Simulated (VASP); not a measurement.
# Zn2N (P-6m2) in VASP: a series of runs

Runs on Zn2N. Level: PBE. Tasks: single point.

All numbers are computed with VASP 6.6.1; they aren't measurements. Logs are shortened: lines on timing, memory, paths and dates and some standing lists are left out, and cuts for length are marked.

## (1) The cell of the first run

The structure is hexagonal, space group P-6m2 (No. 187). Conventional cell: a = 3.525 Å, b = 3.525 Å, c = 4.026 Å, α = 90.00°, β = 90.00°, γ = 120.00°. Within 2.7 Å of Zn (site symmetry -6m2) lie 2 N at 2.01 Å. Within 2.7 Å of Zn (site symmetry -6m2) lie 3 N at 2.04 Å. N (site symmetry -6m2) has 5 Zn at 2.01 to 2.04 Å within 2.7 Å.

## (2) Single point, PBE

INCAR reads:

```
PREC = Accurate
ENCUT = 520
EDIFF = 1E-6
ISMEAR = 0
SIGMA = 0.1
LREAL = False
LASPH = True
NELM = 100
ALGO = Normal
ISIF = 2
LWAVE = False
LCHARG = False
GGA = PE
NBANDS = 22
```

KPOINTS reads:

```
regular mesh
0
Gamma
  6 6 4
```

POSCAR reads:

```
Zn2N
1.0
    3.5252272690      0.0000000000      0.0000000000
   -1.7626136345      3.0529363690      0.0000000000
    0.0000000000      0.0000000000      4.0259634960
Zn N
2 1
Direct
    0.0000000000      0.0000000000     -0.0019846925
    0.3333333333      0.6666666667      0.4980275728
    0.0000000000      0.0000000000      0.4980183897
```

Potentials or basis: VASP PAW PBE potentials, release 64 (Zn, N).

Started as:

```console
$ cat potpaw_PBE.64/Zn/POTCAR potpaw_PBE.64/N/POTCAR > POTCAR
$ mpirun -np 1 vasp_std > vasp.out
```

OUTCAR:

```text
PREC = Accurate
   ENCUT = 520
   EDIFF = 1E-6
   ISMEAR = 0
   LREAL = False
   LASPH = True
   NELM = 100
   ISIF = 2
   GGA = PE

 ion  position               nearest neighbor table
   1  0.000  0.000  0.998-   3 2.01   3 2.01   2 2.86   2 2.86   2 2.86   2 2.86   2 2.86   2 2.86

   2  0.333  0.667  0.498-   3 2.04   3 2.04   3 2.04   1 2.86   1 2.86   1 2.86   1 2.86   1 2.86
                             1 2.86
   3  0.000  0.000  0.498-   1 2.01   1 2.01   2 2.04   2 2.04   2 2.04

  LATTYP: Found a hexagonal cell.
 ALAT       =     3.5252272690
 C/A-ratio  =     1.1420436723

  Lattice vectors:

 A1 = (   3.5252272690,   0.0000000000,   0.0000000000)
 A2 = (  -1.7626136345,   3.0529363690,   0.0000000000)
 A3 = (   0.0000000000,   0.0000000000,   4.0259634960)

Analysis of symmetry for initial positions (statically):
=====================================================================
 Subroutine PRICEL returns:
 Original cell was already a primitive cell.

 Routine SETGRP: Setting up the symmetry group for a
 hexagonal supercell.

 Subroutine GETGRP returns: Found  6 space group operations
 (whereof  6 operations were pure point group operations)
 out of a pool of 24 trial point group operations.

The static configuration has the point symmetry C_3v.

Analysis of symmetry for dynamics (positions and initial velocities):
=====================================================================
 Subroutine PRICEL returns:
 Original cell was already a primitive cell.

 Routine SETGRP: Setting up the symmetry group for a
 hexagonal supercell.

 Subroutine GETGRP returns: Found  6 space group operations
 (whereof  6 operations were pure point group operations)
 out of a pool of 24 trial point group operations.

The dynamic configuration has the point symmetry C_3v.

 Subroutine INISYM returns: Found  6 space group operations
 (whereof  6 operations are pure point group operations),
 and found     1 'primitive' translations

----------------------------------------------------------------------------------------

                                     Primitive cell

  volume of cell :      43.3286

  direct lattice vectors                    reciprocal lattice vectors
     3.525227269  0.000000000  0.000000000     0.283669654  0.163776751  0.000000000
    -1.762613635  3.052936369  0.000000000     0.000000000  0.327553502  0.000000000
     0.000000000  0.000000000  4.025963496     0.000000000  0.000000000  0.248387746

[... 83 lines left out ...]
   NELM   =    100;   NELMIN=  2; NELMDL= -5     # of ELM steps
   EDIFF  = 0.1E-05   stopping-criterion for ELM
   LREAL  =      F    real-space projection
   EDIFFG = 0.1E-04   stopping-criterion for IOM
   NSW    =      0    number of steps for IOM
   IBRION =     -1    ionic relax: 0-MD 1-quasi-New 2-CG
   NFREE  =      0    steps in history (QN), initial steepest desc. (CG)
   ISIF   =      2    stress and relaxation
   ISYM   =      2    0-nonsym 1-usesym 2-fastsym
   POTIM  = 0.5000    time-step for ionic-motion
   TEBEG  =    0.0;   TEEND  =   0.0 temperature during run
   PSTRESS=    0.0 pullay stress
   NELECT =      29.0000    total number of electrons
   NUPDOWN=      -1.0000    fix difference up-down
   EMIN   =  10.00;   EMAX   =-10.00  energy-range for DOS
   EFERMI =   0.00;   METHOD = LEGACY
   ISMEAR =     0;   SIGMA  =   0.10  broadening in eV -4-tet -1-fermi 0-gaus
   EFERMI_NEDOS =   21; number of points for ismear=-14 and -15
   IALGO  =     38    algorithm
   IMIX   =      4    mixing-type and parameters
     AMIX     =   0.40;   BMIX     =  1.00
     AMIX_MAG =   1.60;   BMIX_MAG =  1.00
  volume/ion in A,a.u.               =      14.44        97.47
  Fermi-wavevector in a.u.,A,eV,Ry     =   1.432021  2.706127 27.901236  2.050683
  Thomas-Fermi vector in A             =   2.551694
   LORBIT       =      0    0 simple, 1 ext, 2 COOP (PROOUT), +10 PAW based schemes
   GGA     = PE    functional components
   LHFCALC =     F    Hartree Fock is set to
   AEXX    =    0.0000 exact exchange contribution
   IVDW    =     0    specifies the selected vdW correction
   LEPSILON=     F    determine dielectric tensor
   LRPA    =     F    only Hartree local field effects (RPA)
 non-spin polarized calculation
 Gauss-broadening in eV      SIGMA  =   0.10
  energy-cutoff  :      520.00
  volume of cell :       43.33
 maximum number of plane-waves:      1191
 NGX is ok and might be reduce to    28

 number of electron      29.0000018 magnetization

 Free energy of the ion-electron system (eV)
  ---------------------------------------------------
  ext. energy  EPLUGINS =         0.00000000
  ---------------------------------------------------
  free energy    TOTEN  =        -9.68615450 eV

  energy without entropy =       -9.67906633  energy(sigma->0) =       -9.68261041

 E-fermi :   2.7930     XC(G=0): -10.6757

 val. band max:        2.7562369234   @ k =   0.5000  -0.0000   0.2500
 cond. band min:       2.9661448863   @ k =   0.0000   0.3333   0.2500
 fundamental gap:      0.2099079629
 Fermi energy:         2.7929669380

 k-point     1 :       0.0000    0.0000    0.0000
  band No.  band energies     occupation
      1     -13.2521      2.00000
      2      -5.1040      2.00000
      3      -4.9259      2.00000
      4      -4.9259      2.00000
      5      -4.7654      2.00000
      6      -4.7654      2.00000
[... 589 lines left out ...]
     21      16.1892      0.00000
     22      17.2725      0.00000

------------------------ aborting loop because EDIFF is reached ----------------------------------------

  FORCE on cell =-STRESS in cart. coord.  units (eV):
  Direction    XX          YY          ZZ          XY          YZ          ZX
  --------------------------------------------------------------------------------------
  -------------------------------------------------------------------------------------
  Total        0.1591278      0.1591278      0.2452606      0.0000000      0.0000000      0.0000000
  in kB        5.8841251      5.8841251      9.0690899      0.0000000      0.0000000      0.0000000
  external PRESSURE =       6.9457800 kB  Pullay stress =       0.0000000 kB

 VOLUME and BASIS-vectors are now :
 -----------------------------------------------------------------------------
  energy-cutoff  :      520.00
  volume of cell :       43.33
      direct lattice vectors                 reciprocal lattice vectors
     3.525227269  0.000000000  0.000000000     0.283669654  0.163776751  0.000000000
    -1.762613635  3.052936369  0.000000000     0.000000000  0.327553502  0.000000000
     0.000000000  0.000000000  4.025963496     0.000000000  0.000000000  0.248387746

 POSITION                                       TOTAL-FORCE (eV/Angst)
 -----------------------------------------------------------------------------------
      0.00000      0.00000      4.01797         0.000000      0.000000      0.001357
     -0.00000      2.03529      2.00504        -0.000000      0.000000     -0.000174
      0.00000      0.00000      2.00500        -0.000000      0.000000     -0.001183
 -----------------------------------------------------------------------------------
    total drift:                                0.000002     -0.000002      0.002968

  FREE ENERGIE OF THE ION-ELECTRON SYSTEM (eV)
  ---------------------------------------------------
  free  energy   TOTEN  =        -9.6861545002 eV

  energy  without entropy=       -9.6790663293  energy(sigma->0) =       -9.68261041
```

OSZICAR:

```text
N       E                     dE             d eps       ncg     rms          rms(c)
DAV:   1     0.183541121065E+03    0.18354E+03   -0.14571E+04  1064   0.190E+03
DAV:   2     0.449694883390E+01   -0.17904E+03   -0.16761E+03  1086   0.351E+02
DAV:   3    -0.119045641735E+02   -0.16402E+02   -0.16100E+02  1242   0.107E+02
DAV:   4    -0.121822780979E+02   -0.27771E+00   -0.27760E+00  1092   0.145E+01
DAV:   5    -0.121836012352E+02   -0.13231E-02   -0.13231E-02  1236   0.984E-01    0.115E+01
DAV:   6    -0.971269237802E+01    0.24709E+01   -0.63039E+00  1582   0.586E+01    0.662E+00
DAV:   7    -0.971660224941E+01   -0.39099E-02   -0.18536E+00  1082   0.150E+01    0.418E+00
DAV:   8    -0.970275425598E+01    0.13848E-01   -0.29961E-01  1408   0.947E+00    0.987E-01
DAV:   9    -0.968615800825E+01    0.16596E-01   -0.49854E-02  1428   0.485E+00    0.372E-01
DAV:  10    -0.968619162245E+01   -0.33614E-04   -0.84264E-03  1068   0.777E-01    0.172E-01
DAV:  11    -0.968616528041E+01    0.26342E-04   -0.40173E-04  1268   0.419E-01    0.302E-02
DAV:  12    -0.968615341542E+01    0.11865E-04   -0.91626E-05  1206   0.131E-01    0.891E-03
DAV:  13    -0.968615451204E+01   -0.10966E-05   -0.19758E-05  1122   0.340E-02    0.704E-03
DAV:  14    -0.968615450016E+01    0.11877E-07   -0.93832E-07   842   0.228E-02
   1 F= -.96861545E+01 E0= -.96826104E+01  d E =-.708817E-02
```

stdout:

```text
POSCAR found type information on POSCAR ZnN
 POSCAR found :  2 types and       3 ions
 scaLAPACK will be used
 LDA part: xc-table for (Slater+PW92), standard interpolation
 POSCAR, INCAR and KPOINTS ok, starting setup
 FFT: planning ... GRIDC
 FFT: planning ... GRID_SOFT
 FFT: planning ... GRID
 WAVECAR not read
 entering main loop
```

Run time: 18 s. Hardware: 1 thread of Intel Xeon Platinum 8259CL at 2.50GHz (Skylake/Cascade Lake), shared host; peak memory 0.16 GiB.

What came out:

```yaml
Free_energy: -9.6862 eV
Pressure: 0.7 GPa
```

Caveat: the k points lie up to 0.39 Å⁻¹ apart.

## (3) Single point, PBE

This run uses another cell than the first one: it holds 6 atoms, not 3.

INCAR reads:

```
SYSTEM = Zn2N
PREC = Accurate
ENCUT = 520
EDIFF = 1E-6
ISMEAR = 0
SIGMA = 0.1
LREAL = .False.
LASPH = .True.
NELM = 100
ALGO = Normal
ISIF = 2
LWAVE = .False.
LCHARG = .False.
GGA = PE
NBANDS = 38
```

KPOINTS reads:

```
regular mesh
0
Gamma
  6 6 2
  0 0 0
```

POSCAR reads:

```
Zn2N
1.0
    3.4519725150      0.0000000000      0.0000000000
   -1.7259862575      2.9894958912      0.0000000000
    0.0000000000      0.0000000000      8.1919099975
Zn N
4 2
Direct
    0.6666666667      0.3333333333      0.0000000000
    0.6666666667      0.3333333333      0.5000000000
    0.0000000000      0.0000000000      0.7221592642
    0.0000000000      0.0000000000      0.2778407358
    0.6666666667      0.3333333333      0.7735510172
    0.6666666667      0.3333333333      0.2264489828
```

Potentials or basis: VASP PAW PBE potentials, release 64 (Zn, N).

Started as:

```console
$ cat potpaw_PBE.64/Zn/POTCAR potpaw_PBE.64/N/POTCAR > POTCAR
$ mpirun -np 1 vasp_std > vasp.out
```

OUTCAR:

```text
SYSTEM = Zn2N
   PREC = Accurate
   ENCUT = 520
   EDIFF = 1E-6
   ISMEAR = 0
   LREAL = .False.
   LASPH = .True.
   NELM = 100
   ISIF = 2
   GGA = PE

 ion  position               nearest neighbor table
   1  0.667  0.333  0.000-   5 1.86   6 1.86   3 3.03   4 3.03   3 3.03   4 3.03   3 3.03   4 3.03

   2  0.667  0.333  0.500-   5 2.24   6 2.24   3 2.70   4 2.70   3 2.70   4 2.70   3 2.70   4 2.70

   3  0.000  0.000  0.722-   5 2.04   5 2.04   5 2.04   2 2.70   2 2.70   2 2.70   1 3.03   1 3.03
                             1 3.03
   4  0.000  0.000  0.278-   6 2.04   6 2.04   6 2.04   2 2.70   2 2.70   2 2.70   1 3.03   1 3.03
                             1 3.03
   5  0.667  0.333  0.774-   1 1.86   3 2.04   3 2.04   3 2.04   2 2.24
   6  0.667  0.333  0.226-   1 1.86   4 2.04   4 2.04   4 2.04   2 2.24

  LATTYP: Found a hexagonal cell.
 ALAT       =     3.4519725150
 C/A-ratio  =     2.3731098559

  Lattice vectors:

 A1 = (   3.4519725150,   0.0000000000,   0.0000000000)
 A2 = (  -1.7259862575,   2.9894958912,   0.0000000000)
 A3 = (   0.0000000000,   0.0000000000,   8.1919099975)

Analysis of symmetry for initial positions (statically):
[... 174 lines left out ...]
 cond. band min:       2.5242820175   @ k =   0.5000   0.0000   0.0000
 fundamental gap:      0.3195984624
 Fermi energy:         2.4730351500

 k-point     1 :       0.0000    0.0000    0.0000
  band No.  band energies     occupation
      1     -12.9984      2.00000
      2     -12.4624      2.00000
      3      -6.1851      2.00000
      4      -5.2943      2.00000
      5      -5.2943      2.00000
      6      -5.1089      2.00000
[... 563 lines left out ...]
     37       9.9917      0.00000
     38      11.9698      0.00000

------------------------ aborting loop because EDIFF is reached ----------------------------------------

  FORCE on cell =-STRESS in cart. coord.  units (eV):
  Direction    XX          YY          ZZ          XY          YZ          ZX
  --------------------------------------------------------------------------------------
  -------------------------------------------------------------------------------------
  Total        0.3016597      0.3016597      0.7108003     -0.0000000      0.0000000     -0.0000000
  in kB        5.7171213      5.7171213     13.4712448     -0.0000000      0.0000000     -0.0000000
  external PRESSURE =       8.3018292 kB  Pullay stress =       0.0000000 kB

 VOLUME and BASIS-vectors are now :
 -----------------------------------------------------------------------------
  energy-cutoff  :      520.00
  volume of cell :       84.54
      direct lattice vectors                 reciprocal lattice vectors
     3.451972515  0.000000000  0.000000000     0.289689444  0.167252279  0.000000000
    -1.725986258  2.989495891  0.000000000     0.000000000  0.334504557  0.000000000
     0.000000000  0.000000000  8.191909997     0.000000000  0.000000000  0.122071654

 POSITION                                       TOTAL-FORCE (eV/Angst)
 -----------------------------------------------------------------------------------
      1.72599      0.99650      0.00000         0.000000     -0.000000      0.000000
      1.72599      0.99650      4.09595        -0.000000     -0.000000      0.000000
      0.00000      0.00000      5.91586        -0.000000      0.000000     -0.024045
      0.00000      0.00000      2.27605        -0.000000      0.000000      0.024045
      1.72599      0.99650      6.33686         0.000000     -0.000000      0.023286
      1.72599      0.99650      1.85505         0.000000     -0.000000     -0.023286
 -----------------------------------------------------------------------------------
    total drift:                               -0.000001      0.000001      0.000000

  FREE ENERGIE OF THE ION-ELECTRON SYSTEM (eV)
  ---------------------------------------------------
  free  energy   TOTEN  =       -19.6502329475 eV

  energy  without entropy=      -19.6475060264  energy(sigma->0) =      -19.64886949
```

OSZICAR:

```text
N       E                     dE             d eps       ncg     rms          rms(c)
DAV:   1     0.463792851055E+03    0.46379E+03   -0.28228E+04  1064   0.224E+03
DAV:   2     0.350445698705E+02   -0.42875E+03   -0.40998E+03  1072   0.463E+02
DAV:   3    -0.225802904352E+02   -0.57625E+02   -0.56452E+02  1206   0.157E+02
DAV:   4    -0.250978398438E+02   -0.25175E+01   -0.25070E+01  1190   0.334E+01
DAV:   5    -0.251238936464E+02   -0.26054E-01   -0.26049E-01  1144   0.333E+00    0.167E+01
DAV:   6    -0.192590563693E+02    0.58648E+01   -0.15867E+01  1626   0.749E+01    0.932E+00
DAV:   7    -0.197764963333E+02   -0.51744E+00   -0.68894E+00  1110   0.209E+01    0.615E+00
DAV:   8    -0.197307906576E+02    0.45706E-01   -0.13224E+00  1532   0.265E+01    0.228E+00
DAV:   9    -0.196566358302E+02    0.74155E-01   -0.32848E-01  1352   0.991E+00    0.899E-01
DAV:  10    -0.196487602100E+02    0.78756E-02   -0.87844E-02  1416   0.263E+00    0.303E-01
DAV:  11    -0.196513613616E+02   -0.26012E-02   -0.17088E-02  1252   0.212E+00    0.247E-01
DAV:  12    -0.196501333165E+02    0.12280E-02   -0.36850E-03  1528   0.175E+00    0.322E-02
DAV:  13    -0.196502459617E+02   -0.11265E-03   -0.12111E-03  1132   0.256E-01    0.382E-02
DAV:  14    -0.196502385928E+02    0.73689E-05   -0.66588E-05  1222   0.137E-01    0.243E-02
DAV:  15    -0.196502373037E+02    0.12891E-05   -0.26184E-05  1374   0.935E-02    0.201E-02
DAV:  16    -0.196502329161E+02    0.43876E-05   -0.18284E-05  1452   0.131E-01    0.719E-03
DAV:  17    -0.196502329475E+02   -0.31328E-07   -0.57083E-06  1172   0.514E-02
   1 F= -.19650233E+02 E0= -.19648869E+02  d E =-.272692E-02
```

Run time: 54 s. Hardware: 1 thread of Intel Xeon Platinum 8259CL at 2.50GHz (Skylake/Cascade Lake), shared host; peak memory 0.22 GiB.

What came out:

```
Free energy            : -19.6502 eV
Pressure               : 0.8 GPa
Largest force          : 0.024 eV/Å
Band gap on the k mesh : zero (band 29 reaches 2.55 eV, above the bottom of band 30 at 2.17 eV)
```

Forces in eV/Å, atoms in the order of the input:
```
Zn   0.000  0.000  0.000
Zn   0.000  0.000  0.000
Zn   0.000  0.000 -0.024
Zn   0.000  0.000  0.024
N    0.000  0.000  0.023
N    0.000  0.000 -0.023
```

Caveat: the k points lie up to 0.38 Å⁻¹ apart.

## (4) Single point, PBE

This run uses another cell than the first one: it holds 6 atoms, not 3.

INCAR reads:

```
ALGO     = Normal         # electronic algorithm
EDIFF    = 1E-6           # SCF threshold, eV
ENCUT    = 520            # plane-wave cutoff, eV
GGA      = PE             # functional
ISIF     = 2              # what is computed and relaxed
ISMEAR   = 0              # smearing method
LASPH    = True           # aspherical terms in the spheres
LCHARG   = False          # write CHGCAR
LREAL    = False          # projectors in reciprocal space
LWAVE    = False          # write WAVECAR
NBANDS   = 38             # bands
NELM     = 80             # most SCF steps
PREC     = Accurate       # precision mode
SIGMA    = 0.2            # smearing width, eV
```

KPOINTS reads:

```
k-points
0
Gamma
  6 6 4
```

POSCAR reads:

```
Zn2N
1.0
    3.5100395824      0.0000000000      0.0000000000
   -1.7550197912      3.0397834466      0.0000000000
    0.0000000000      0.0000000000      7.9953979625
Zn N
4 2
Direct
    0.0000000000      0.0000000000      0.2500000000
    0.0000000000      0.0000000000      0.7500000000
    0.3333333333      0.6666666667      0.0000000000
    0.3333333333      0.6666666667      0.5000000000
    0.0000000000      0.0000000000      0.0000000000
    0.0000000000      0.0000000000      0.5000000000
```

Started as:

```console
$ cat potpaw_PBE.64/Zn/POTCAR potpaw_PBE.64/N/POTCAR > POTCAR
$ mpirun -np 1 vasp_std > vasp.out
```

It took 71 s on 1 thread of Intel Xeon Platinum 8259CL at 2.50GHz (Skylake/Cascade Lake), shared host; peak memory 0.22 GiB.

It converged, with:

```yaml
Free_energy: -19.4672 eV
Pressure: 0.7 GPa
Band_gap_on_the_k_mesh: zero (band 29 reaches 3.52 eV, above the bottom of band 30 at 2.09 eV)
```

Stress tensor (GPa, compression positive):
```
0.67 0.00 0.00
0.00 0.67 0.00
0.00 0.00 0.76
```

Levels at points of the mesh, in eV from the Fermi level:
| k point | band 27 | band 28 | band 29 | band 30 | band 31 | band 32 |
| --- | --- | --- | --- | --- | --- | --- |
| (0.00, 0.00, 0.00) | -1.70 | -1.28 | -1.28 | 0.67 | 1.89 | 3.62 |
| (0.50, 0.00, 0.00) | -3.41 | -2.73 | -1.59 | -0.06 | 1.78 | 3.79 |
| (0.00, 0.00, 0.50) | -1.50 | -1.50 | -0.80 | -0.80 | 2.73 | 2.73 |
| (0.50, 0.00, 0.50) | -3.08 | -3.08 | -0.04 | -0.04 | 1.64 | 1.64 |

## (5) Overview

| cell | k mesh | smearing | gap on the mesh (eV) | pressure (GPa) |
| --- | --- | --- | --- | --- |
| a = 3.525, b = 3.525, c = 4.026 Å, angles 90.0, 90.0, 120.0°, 3 atoms | 6 × 6 × 4 | gaussian 0.1 eV | none | 0.7 |
| a = 3.452, b = 3.452, c = 8.192 Å, angles 90.0, 90.0, 120.0°, 6 atoms | 6 × 6 × 2 | gaussian 0.1 eV | none | 0.8 |
| a = 3.510, b = 3.510, c = 7.995 Å, angles 90.0, 90.0, 120.0°, 6 atoms | 6 × 6 × 4 | gaussian 0.2 eV | none | 0.7 |

Alike in all rows: task single point; level PBE; potentials or basis VASP PAW PBE potentials, release 64 (Zn, N); no spin polarisation; cutoff (eV) 520.

Caveats: some runs use coarse meshes.

Total energies depend on the potentials used, so only differences within one code and one set of settings carry meaning.
